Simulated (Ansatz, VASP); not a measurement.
# One calculation of B2SbP3, two programs

INCAR

```
SYSTEM = B2SbP3
PREC = Accurate
ENCUT = 600
EDIFF = 1E-7
ISMEAR = 0
SIGMA = 0.1
LREAL = .False.
LASPH = .True.
NELM = 80
ALGO = Normal
ISIF = 3
LWAVE = .False.
LCHARG = .False.
GGA = PE
IBRION = 2
NSW = 90
EDIFFG = -0.04
```

File KPOINTS:

```
Automatic mesh
0
Gamma
  6 6 4
  0 0 0
```

Contents of POSCAR:

```
B2SbP3
1.0
    4.7053713600      0.0000000000      0.0000000000
   -2.3526856800      4.0749711300      0.0000000000
    0.0000000000      0.0000000000      6.5055137200
B Sb P
2 1 3
Direct
    0.3333333300      0.6666666700      0.4702565000
    0.6666666700      0.3333333300      0.4702565000
    0.0000000000      0.0000000000      0.5411112300
    0.3333333300      0.6666666700      0.8737569600
    0.6666666700      0.3333333300      0.8737569600
    0.0000000000      0.0000000000      0.2404143900
```

Input for Ansatz:

```yaml
crystal:
  lattice:
    - [4.70537136, 0.0, 0.0]
    - [-2.35268568, 4.07497113, 0.0]
    - [0.0, 0.0, 6.50551372]
  atoms:
    - { symbol: B, position: [0.33333333, 0.66666667, 0.4702565] }
    - { symbol: B, position: [0.66666667, 0.33333333, 0.4702565] }
    - { symbol: Sb, position: [0.0, 0.0, 0.54111123] }
    - { symbol: P, position: [0.33333333, 0.66666667, 0.87375696] }
    - { symbol: P, position: [0.66666667, 0.33333333, 0.87375696] }
    - { symbol: P, position: [0.0, 0.0, 0.24041439] }
basis:
  ecutwfc: 420
kpoints:
  mp_grid: { grid: [6, 6, 4] }
hamiltonian:
  xc: pbe
scf:
  occupations: { method: gaussian, width: 0.1 }
  lower_state_search: "off"
output:
  forces: true
  stress: true
  eigenvalues: true
relax:
  adjacent_minimum: "off"
  f_tol: 0.04
  max_steps: 70
  cell: { stress_tol: 0.4 }
```

Alike in both runs: task relaxation of cell and atoms; functional PBE; k mesh 6 × 6 × 4; occupations gaussian, width 0.1 eV; no spin polarisation.

|  | VASP | Ansatz |
| --- | --- | --- |
| version | VASP 6.6.1 | Ansatz 0.2.0 |
| potentials or method | VASP PAW PBE potentials, release 64 (B, Sb, P), cutoff 600 eV | scalar-relativistic, plane waves, PAW |
| valence electrons in the cell | 26 | 36 |

```csv
,VASP,Ansatz,Ansatz less VASP
"gap on the k mesh at the Fermi level, each at its own relaxed structure (eV)",none,none,-
relaxed volume (Å³/atom),15.37,15.65,+0.277
relaxed cell length with the largest relative difference (Å),8.061,5.728,-2.3330
```

A gap of «none» marks a metal or a gap that the smearing closes. One of these differences is far larger than is usual between the two programs; its cause wasn't traced. VASP's potentials hold 26 valence electrons a cell and Ansatz's 36, so a difference there can come from the potentials and not from the codes.

Neither program's run includes spin-orbit coupling. Noted on VASP's run: the volume moved by over 15 % at a fixed basis, so the end points are rough.
